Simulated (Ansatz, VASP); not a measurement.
# Cd4S3 in VASP and in Ansatz

Contents of INCAR:

```
PREC = Accurate
ENCUT = 630
EDIFF = 1E-6
ISMEAR = 0
SIGMA = 0.2
LREAL = F
LASPH = T
NELM = 120
ALGO = Normal
ISIF = 2
LWAVE = F
LCHARG = F
GGA = PE
NBANDS = 58
GGA_COMPAT = F
```

Contents of KPOINTS:

```
Automatic mesh
0
Gamma
  6 6 2
```

POSCAR

```
Cd4S3
1.0
    4.0993760027      0.0000000000      0.0000000000
   -2.0496880014      3.5501637580      0.0000000000
    0.0000000000      0.0000000000     12.7187399907
Cd S
4 3
Direct
    0.0000000000      1.0000000000      0.5558913227
    0.3333333333      0.6666666667      0.8456940291
    0.3333333333      0.6666666667      0.2818060381
    0.0000000000      1.0000000000      0.0056484234
    0.3333333333      0.6666666667      0.4811613029
    0.0000000000      1.0000000000      0.7558533881
    0.0000000000      1.0000000000      0.2075454957
```

Input for Ansatz:

```yaml
crystal:
  lattice:
    - [4.0993760027, 0.0, 0.0]
    - [-2.0496880014, 3.550163758, 0.0]
    - [0.0, 0.0, 12.7187399907]
  atoms:
    - { symbol: Cd, position: [0.0, 1.0, 0.5558913227] }
    - { symbol: Cd, position: [0.3333333333, 0.6666666667, 0.8456940291] }
    - { symbol: Cd, position: [0.3333333333, 0.6666666667, 0.2818060381] }
    - { symbol: Cd, position: [0.0, 1.0, 0.0056484234] }
    - { symbol: S, position: [0.3333333333, 0.6666666667, 0.4811613029] }
    - { symbol: S, position: [0.0, 1.0, 0.7558533881] }
    - { symbol: S, position: [0.0, 1.0, 0.2075454957] }
basis:
  ecutwfc: 420
kpoints:
  mp_grid: { grid: [6, 6, 2] }
hamiltonian:
  xc: pbe
scf:
  occupations: { method: gaussian, width: 0.2 }
  lower_state_search: "off"
output:
  forces: true
  stress: true
  eigenvalues: true
```

Alike in both runs: task single point; functional PBE; k mesh 6 × 6 × 2; occupations gaussian, width 0.2 eV; no spin polarisation.

|  | VASP | Ansatz |
| --- | --- | --- |
| version | VASP 6.6.1 | Ansatz 0.2.0 |
| potentials or method | VASP PAW PBE potentials, release 64 (Cd_sv_GW, S), cutoff 630 eV | scalar-relativistic, plane waves, PAW |
| valence electrons in the cell | 98 | 98 |

|  | VASP | Ansatz | Ansatz less VASP |
| --- | --- | --- | --- |
| gap on the k mesh at the Fermi level (eV) | none | none | - |
| pressure (GPa) | -0.1 | 0.0 | +0.14 |
| traceless stress, the component that is largest in VASP (GPa) | 0.05 | 0.05 | -0.002 |
| rms of the force components (eV/Å) | 0.008 | 0.006 | -0.0017 |

Atom by atom the forces differ by 0.003 eV/Å (rms over components). A gap of «none» marks a metal or a gap that the smearing closes.
